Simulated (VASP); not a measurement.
# BaH4 (R-3m) in VASP: single point with PBE

Aim: the single point of BaH4 with PBE.

All numbers are computed with VASP 6.6.1; they aren't measurements. Logs are shortened: lines on timing, memory, paths and dates and some standing lists are left out, and cuts for length are marked.

## Step 1: The cell of the first run

It takes space group R-3m (No. 166, trigonal). The conventional cell has a = 4.585 Å, b = 4.585 Å, c = 10.629 Å, α = 90.00°, β = 90.00°, γ = 120.00°. Within 3.6 Å of Ba (site symmetry -3m) lie 20 H at 2.76 to 3.41 Å. Within 2.9 Å of H (site symmetry 3m) lie 4 H at 2.18 to 2.71 Å and 4 Ba at 2.76 Å. H (site symmetry 3m) has 1 H at 0.77 Å within 1.0 Å.

## Step 2: Single point, PBE

The input, INCAR:

```
SYSTEM = BaH4
  PREC = Accurate
  ENCUT = 520
  EDIFF = 1E-6
  ISMEAR = 0
  SIGMA = 0.1
  LREAL = .FALSE.
  LASPH = .TRUE.
  NELM = 100
  ALGO = Normal
  ISIF = 2
  LWAVE = .FALSE.
  LCHARG = .FALSE.
  GGA = PE
  NBANDS = 15
```

The input, KPOINTS:

```
regular mesh
0
G
  6 6 6
  0 0 0
```

The input, POSCAR:

```
BaH4
1.0
    2.2926231534      1.3236465948      3.5428506043
   -2.2926231534      1.3236465948      3.5428506043
    0.0000000000     -2.6472931896      3.5428506043
Ba H
1 4
Direct
    0.0000000000      0.0000000000      0.0000000000
    0.7407908648      0.7407908648      0.7407908648
    0.2592091352      0.2592091352      0.2592091352
    0.4638710694      0.4638710694      0.4638710694
    0.5361289306      0.5361289306      0.5361289306
```

Potentials or basis: VASP PAW PBE potentials, release 64 (Ba_sv, H).

On the command line:

```bash
$ cat potpaw_PBE.64/Ba_sv/POTCAR potpaw_PBE.64/H/POTCAR > POTCAR
$ mpirun -np 1 vasp_std > vasp.out
```

OUTCAR:

```text
SYSTEM = BaH4
   PREC = Accurate
   ENCUT = 520
   EDIFF = 1E-6
   ISMEAR = 0
   LREAL = .FALSE.
   LASPH = .TRUE.
   NELM = 100
   ISIF = 2
   GGA = PE

 ion  position               nearest neighbor table
   1  0.000  0.000  0.000-   2 2.76   3 2.76   2 2.76   2 2.76   3 2.76   3 2.76   2 2.76   3 2.76

   2  0.741  0.741  0.741-   1 2.76   1 2.76   1 2.76   1 2.76
   3  0.259  0.259  0.259-   1 2.76   1 2.76   1 2.76   1 2.76
   4  0.464  0.464  0.464-   5 0.77
   5  0.536  0.536  0.536-   4 0.77

  LATTYP: Found a trigonal (rhomboedric) cell.
 ALAT       =     4.4226634097
 COS(alpha) =     0.4625629939

  Lattice vectors:

 A1 = (   2.2926231534,   1.3236465948,   3.5428506043)
 A2 = (  -2.2926231534,   1.3236465948,   3.5428506043)
 A3 = (   0.0000000000,  -2.6472931896,   3.5428506043)

Analysis of symmetry for initial positions (statically):
=====================================================================
 Subroutine PRICEL returns:
 Original cell was already a primitive cell.

 Routine SETGRP: Setting up the symmetry group for a
 trigonal (rhombohedral) supercell.

 Subroutine GETGRP returns: Found 12 space group operations
 (whereof 12 operations were pure point group operations)
 out of a pool of 12 trial point group operations.

The static configuration has the point symmetry D_3d.

Analysis of symmetry for dynamics (positions and initial velocities):
=====================================================================
 Subroutine PRICEL returns:
 Original cell was already a primitive cell.

 Routine SETGRP: Setting up the symmetry group for a
 trigonal (rhombohedral) supercell.

 Subroutine GETGRP returns: Found 12 space group operations
 (whereof 12 operations were pure point group operations)
 out of a pool of 12 trial point group operations.

The dynamic configuration has the point symmetry D_3d.

 Subroutine INISYM returns: Found 12 space group operations
 (whereof 12 operations are pure point group operations),
 and found     1 'primitive' translations

----------------------------------------------------------------------------------------

                                     Primitive cell

  volume of cell :      64.5073

  direct lattice vectors                    reciprocal lattice vectors
     2.292623153  1.323646595  3.542850604     0.218090792  0.125914778  0.094086195
    -2.292623153  1.323646595  3.542850604    -0.218090792  0.125914778  0.094086195
     0.000000000 -2.647293190  3.542850604     0.000000000 -0.251829555  0.094086195

  length of vectors
     4.422663410  4.422663410  4.422663410     0.268831429  0.268831429  0.268831429

  position of ions in fractional coordinates (direct lattice)
     0.000000000  0.000000000  0.000000000
     0.740790865  0.740790865  0.740790865
     0.259209135  0.259209135  0.259209135
     0.463871069  0.463871069  0.463871069
     0.536128931  0.536128931  0.536128931

  ion indices of the primitive-cell ions
   primitive index   ion index
                 1           1
                 2           2
                 3           3
                 4           4
                 5           5

----------------------------------------------------------------------------------------

 KPOINTS: regular mesh

Automatic generation of k-mesh.
 Grid dimensions read from file:
 generate k-points for:    6    6    6

 Generating k-lattice:

  Cartesian coordinates                     Fractional coordinates (reciprocal lattice)
     0.036348465  0.020985796  0.015681033     0.166666667 -0.000000000  0.000000000
    -0.036348465  0.020985796  0.015681033    -0.000000000  0.166666667  0.000000000
     0.000000000 -0.041971593  0.015681033     0.000000000  0.000000000  0.166666667

  Length of vectors
     0.044805238  0.044805238  0.044805238

  Shift w.r.t. Gamma in fractional coordinates (k-lattice)
     0.000000000  0.000000000  0.000000000

 Subroutine IBZKPT returns following result:
 ===========================================

 Found     32 irreducible k-points:

 Following reciprocal coordinates:
            Coordinates               Weight
  0.000000  0.000000  0.000000      1.000000
  0.166667 -0.000000  0.000000      6.000000
  0.333333  0.000000  0.000000      6.000000
  0.500000 -0.000000  0.000000      3.000000
  0.166667  0.166667  0.000000      6.000000
  0.333333  0.166667  0.000000     12.000000
[... 16 lines left out ...]
  0.500000  0.500000  0.166667      6.000000
 -0.333333  0.500000  0.166667     12.000000
 [... further k-points ...]
   k-points           NKPTS =     32   k-points in BZ     NKDIM =     32   number of bands    NBANDS=     15
   number of dos      NEDOS =    301   number of ions     NIONS =      5
   total plane-waves  NPLWV =  46656
   dimension x,y,z NGX =    36 NGY =   36 NGZ =   36
   dimension x,y,z NGXF=    72 NGYF=   72 NGZF=   72
   ions per type =               1   4
   NGX,Y,Z   is equivalent  to a cutoff of  13.53, 13.53, 13.53 a.u.
   NGXF,Y,Z  is equivalent  to a cutoff of  27.06, 27.06, 27.06 a.u.
 SYSTEM =  BaH4
   PREC   = accura    normal or accurate (medium, high low for compatibility)
   ISTART =      0    job   : 0-new  1-cont  2-samecut
   ICHARG =      2    charge: 1-file 2-atom 10-const
   ISPIN  =      1    spin polarized calculation?
   LNONCOLLINEAR =      F non collinear calculations
   LSORBIT =      F    spin-orbit coupling
   LASPH  =      T    aspherical Exc in radial PAW
   ENCUT  =  520.0 eV  38.22 Ry    6.18 a.u.   8.22  8.22  8.22*2*pi/ulx,y,z
   NELM   =    100;   NELMIN=  2; NELMDL= -5     # of ELM steps
   EDIFF  = 0.1E-05   stopping-criterion for ELM
   LREAL  =      F    real-space projection
   EDIFFG = 0.1E-04   stopping-criterion for IOM
   NSW    =      0    number of steps for IOM
   IBRION =     -1    ionic relax: 0-MD 1-quasi-New 2-CG
   NFREE  =      0    steps in history (QN), initial steepest desc. (CG)
   ISIF   =      2    stress and relaxation
   ISYM   =      2    0-nonsym 1-usesym 2-fastsym
   POTIM  = 0.5000    time-step for ionic-motion
   TEBEG  =    0.0;   TEEND  =   0.0 temperature during run
   PSTRESS=    0.0 pullay stress
   NELECT =      14.0000    total number of electrons
   NUPDOWN=      -1.0000    fix difference up-down
   EMIN   =  10.00;   EMAX   =-10.00  energy-range for DOS
   EFERMI =   0.00;   METHOD = LEGACY
   ISMEAR =     0;   SIGMA  =   0.10  broadening in eV -4-tet -1-fermi 0-gaus
   EFERMI_NEDOS =   21; number of points for ismear=-14 and -15
   IALGO  =     38    algorithm
   IMIX   =      4    mixing-type and parameters
     AMIX     =   0.40;   BMIX     =  1.00
     AMIX_MAG =   1.60;   BMIX_MAG =  1.00
  volume/ion in A,a.u.               =      12.90        87.06
  Fermi-wavevector in a.u.,A,eV,Ry     =   0.983818  1.859146 13.169038  0.967897
  Thomas-Fermi vector in A             =   2.115004
   LORBIT       =      0    0 simple, 1 ext, 2 COOP (PROOUT), +10 PAW based schemes
   GGA     = PE    functional components
   LHFCALC =     F    Hartree Fock is set to
   AEXX    =    0.0000 exact exchange contribution
   IVDW    =     0    specifies the selected vdW correction
   LEPSILON=     F    determine dielectric tensor
   LRPA    =     F    only Hartree local field effects (RPA)
 non-spin polarized calculation
 Gauss-broadening in eV      SIGMA  =   0.10
  energy-cutoff  :      520.00
  volume of cell :       64.51
 maximum number of plane-waves:      1759
 NGX is ok and might be reduce to    36
   NGX = 17   NGY = 17   NGZ = 17

 number of electron      14.0000000 magnetization

 Free energy of the ion-electron system (eV)
  ---------------------------------------------------
  ext. energy  EPLUGINS =         0.00000000
  ---------------------------------------------------
  free energy    TOTEN  =       -16.78709239 eV

  energy without entropy =      -16.78709239  energy(sigma->0) =      -16.78709239

 E-fermi :   0.9280     XC(G=0):  -8.4143

 val. band max:        0.5205139877   @ k =   0.0000   0.0000   0.0000
 cond. band min:       3.0125866730   @ k =   0.5000  -0.0000   0.0000
 fundamental gap:      2.4920726853
 Fermi energy:         0.9279863595

 k-point     1 :       0.0000    0.0000    0.0000
  band No.  band energies     occupation
      1     -26.2994      2.00000
      2     -11.2987      2.00000
      3     -11.2987      2.00000
      4     -11.2760      2.00000
      5      -7.1424      2.00000
      6      -1.1206      2.00000
      7       0.5205      2.00000
      8       3.6726      0.00000
      9       3.6726      0.00000
     10       4.0908      0.00000
     11       5.6331      0.00000
     12       5.6331      0.00000
     13       6.1630      0.00000
     14       8.6166      0.00000
     15       8.6166      0.00000

 k-point     2 :       0.1667   -0.0000    0.0000
  band No.  band energies     occupation
      1     -26.2890      2.00000
      2     -11.4805      2.00000
      3     -11.3099      2.00000
      4     -11.2943      2.00000
      5      -6.9016      2.00000
      6      -1.1943      2.00000
      7      -0.0248      2.00000
      8       3.8221      0.00000
      9       3.9516      0.00000
     10       4.7193      0.00000
     11       5.1013      0.00000
     12       5.2197      0.00000
     13       7.7665      0.00000
     14       9.3969      0.00000
     15       9.8426      0.00000
[... 365 lines left out ...]
      3     -11.4988      2.00000
      4     -11.4556      2.00000
      5      -6.6099      2.00000
      6      -1.4198      2.00000
      7      -0.7733      2.00000
      8       4.4756      0.00000
      9       4.8681      0.00000
     10       5.7697      0.00000
     11       7.1631      0.00000
     12       7.4010      0.00000
     13       8.5589      0.00000
     14       8.6291      0.00000
     15       9.1678      0.00000

 k-point    24 :      -0.3333    0.5000    0.1667
  band No.  band energies     occupation
      1     -26.2405      2.00000
      2     -11.7499      2.00000
      3     -11.5610      2.00000
      4     -11.4950      2.00000
      5      -6.5905      2.00000
      6      -1.2671      2.00000
      7      -0.7521      2.00000
      8       3.7684      0.00000
      9       5.5114      0.00000
     10       6.2895      0.00000
     11       7.0743      0.00000
     12       7.2545      0.00000
     13       7.8405      0.00000
     14       8.9678      0.00000
     15       9.2967      0.00000

 [... further k-points ...]

------------------------ aborting loop because EDIFF is reached ----------------------------------------

  FORCE on cell =-STRESS in cart. coord.  units (eV):
  Direction    XX          YY          ZZ          XY          YZ          ZX
  --------------------------------------------------------------------------------------
  -------------------------------------------------------------------------------------
  Total        0.1256745      0.1256745      0.1266938      0.0000000     -0.0000000      0.0000000
  in kB        3.1213968      3.1213968      3.1467123      0.0000000     -0.0000000      0.0000000
  external PRESSURE =       3.1298353 kB  Pullay stress =       0.0000000 kB

 VOLUME and BASIS-vectors are now :
 -----------------------------------------------------------------------------
  energy-cutoff  :      520.00
  volume of cell :       64.51
      direct lattice vectors                 reciprocal lattice vectors
     2.292623153  1.323646595  3.542850604     0.218090792  0.125914778  0.094086195
    -2.292623153  1.323646595  3.542850604    -0.218090792  0.125914778  0.094086195
     0.000000000 -2.647293190  3.542850604     0.000000000 -0.251829555  0.094086195

 POSITION                                       TOTAL-FORCE (eV/Angst)
 -----------------------------------------------------------------------------------
      0.00000      0.00000      0.00000         0.000000      0.000000      0.000000
      0.00000      0.00000      7.87353         0.000000      0.000000      0.003943
      0.00000      0.00000      2.75502         0.000000      0.000000     -0.003943
      0.00000      0.00000      4.93028         0.000000     -0.000000     -0.046046
      0.00000      0.00000      5.69827         0.000000      0.000000      0.046046
 -----------------------------------------------------------------------------------
    total drift:                                0.000000     -0.000000      0.000000

  FREE ENERGIE OF THE ION-ELECTRON SYSTEM (eV)
  ---------------------------------------------------
  free  energy   TOTEN  =       -16.7870923928 eV

  energy  without entropy=      -16.7870923928  energy(sigma->0) =      -16.78709239
```

Run time: 21 s. Hardware: 1 thread of AMD EPYC 9R45 (Zen 5), shared host; peak memory 0.18 GiB.

Results:

| Quantity | Value |
| --- | --- |
| Free energy | -16.7871 eV |
| Pressure | 0.3 GPa |
| Largest force | 0.046 eV/Å |
| Band gap on the k mesh | 2.49 eV, indirect (least direct gap 2.91 eV) |

Forces in eV/Å, atoms in the order of the input:
```
Ba   0.000  0.000  0.000
H    0.000  0.000  0.004
H    0.000  0.000 -0.004
H    0.000  0.000 -0.046
H    0.000  0.000  0.046
```

Caveat: spin-orbit coupling is left out, which moves the levels of the heavy elements.
